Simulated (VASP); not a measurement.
SiC: single point with r2SCAN

SiC:

```
C Si
1.0
     0.00000    1.86857    1.86857
     1.86857    0.00000    1.86857
     1.86857    1.86857    0.00000
C Si
1 1
Cartesian
  0.0000 0.0000 0.0000
  1.8686 1.8686 1.8686
```

This cell differs from its parent crystal: volume scaled by 0.800.

```
Program                : VASP 6.6.1
Task                   : single point
Functional             : r2SCAN
Potentials or basis    : VASP PAW PBE potentials, release 64 (C, Si)
Cutoff                 : 520 eV
k mesh                 : 20 × 20 × 20
Occupations            : gaussian, width 0.05 eV
Spin                   : no spin polarisation
Dipole correction      : no
Further INCAR settings : ALGO = Normal; EDIFF = 1e-06; NBANDS = 11
```

```yaml
Pressure: 98.7 GPa
Band_gap_on_the_k_mesh: 1.23 eV, indirect (least direct gap 6.85 eV)
```

Levels at points of the mesh, in eV from the valence-band top:
```csv
k point,band 1,band 2,band 3,band 4,band 5,band 6,band 7,band 8,band 9
"(0.00, 0.00, 0.00)",-22.55,0.00,0.00,0.00,9.46,9.46,9.46,13.19,15.74
"(0.50, 0.00, 0.00)",-16.21,-14.14,-1.93,-1.93,6.98,6.98,8.10,13.64,19.30
"(0.50, 0.50, 0.00)",-13.67,-12.67,-5.62,-5.62,1.23,1.72,20.02,20.07,20.07
```

Run time: 91 s on 1 thread of Intel(R) Xeon(R) Platinum 8375C CPU @ 2.90GHz (Ice Lake) (shared host), peak memory 0.15 GiB.

Caveat: the PAW data sets were made with another functional, which shifts forces and pressure a little. A k mesh can miss the band edges.
